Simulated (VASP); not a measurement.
Runs of VASP 6.6.1 on BaTiO3. The structure is that of space group Pm-3m (No. 221), or close to it. The cells are those of the table. 

| task | cell | gap on the mesh (eV) | pressure (GPa) | largest force (eV/Å) |
| --- | --- | --- | --- | --- |
| single point | a = 4.010, b = 4.045, c = 4.045 Å, angles 89.8, 90.0, 90.0°, 5 atoms | (a) | -5.7 | 0.27 |
| single point | a = 4.064, b = 4.059, c = 4.059 Å, angles 91.0, 90.0, 90.0°, 5 atoms | 1.69 | (c) | (b) |
| single point | a = 4.104, b = 4.079, c = 4.079 Å, angles 91.5, 90.0, 90.0°, 5 atoms | 1.65 | -11.1 | 0.34 |
| single point | a = 3.944, b = 3.998, c = 3.998 Å, angles 89.2, 90.0, 90.0°, 5 atoms | 1.76 | 1.0 | 0.17 |
| electric field gradients | a = 4.104, b = 4.079, c = 4.079 Å, angles 91.5, 90.0, 90.0°, 5 atoms | 1.65 | -11.1 | 0.34 |
| single point | a = 3.984, b = 3.979, c = 4.059 Å, angles 89.8, 90.0, 91.6°, 5 atoms | 1.68 | (d) | 0.24 |
| single point | a = 3.984, b = 3.998, c = 3.998 Å, angles 90.4, 90.0, 90.0°, 5 atoms | 1.78 | -0.8 | 0.17 |
| electric field gradients | a = 3.984, b = 3.998, c = 3.998 Å, angles 90.4, 90.0, 90.0°, 5 atoms | 1.78 | -0.8 | 0.17 |

Alike in all rows: level PBEsol; potentials or basis VASP PAW PBE potentials, release 64 (Ba_sv, Ti_sv, O); no spin polarisation; k mesh 8 × 8 × 8; cutoff (eV) 520; smearing fermi-dirac 0.05 eV.

Problem. Fill in the values left out.

Solution. (a) 1.71; (b) 0.29; (c) -8.5; (d) -2.4.

Caveats: the PAW data sets were made with another functional, which shifts forces and pressure a little; spin-orbit coupling is left out, which moves the levels of the heavy elements.

A k mesh can miss the band edges, and the runs leave out spin-orbit coupling on Ba.
